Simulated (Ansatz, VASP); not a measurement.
## HgTe: VASP beside Ansatz

```
CELL_PARAMETERS angstrom
0.00000 3.27755 3.27755
3.27755 0.00000 3.27755
3.27755 3.27755 0.00000
ATOMIC_POSITIONS crystal
Hg 0.00000 0.00000 0.00000
Te 0.75000 0.75000 0.75000
```

Alike in both runs: task single point; functional r2SCAN; dispersion D3(BJ); k mesh 7 × 7 × 7; occupations fermi-dirac, width 0.05 eV; no spin polarisation.

|  | VASP | Ansatz |
| --- | --- | --- |
| version | VASP 6.6.1 | Ansatz 0.2.0 |
| potentials or method | VASP PAW PBE potentials, release 64 (Hg, Te) | Ansatz PAW |
| plane-wave cutoff (eV) | 520 | 500 |
| valence electrons in the cell | 18 | 36 |

```csv
,VASP,Ansatz,Ansatz less VASP
gap on the k mesh at the Fermi level (eV),none,none,-
pressure (GPa),-0.4,-0.4,-0.06
```

VASP's potentials were made for PBE, not for r2SCAN. A gap of «none» marks a metal or a gap that the smearing closes. VASP's potentials hold 18 valence electrons a cell and Ansatz's 36, so a difference there can come from the potentials and not from the codes.

Neither program's run includes spin-orbit coupling.
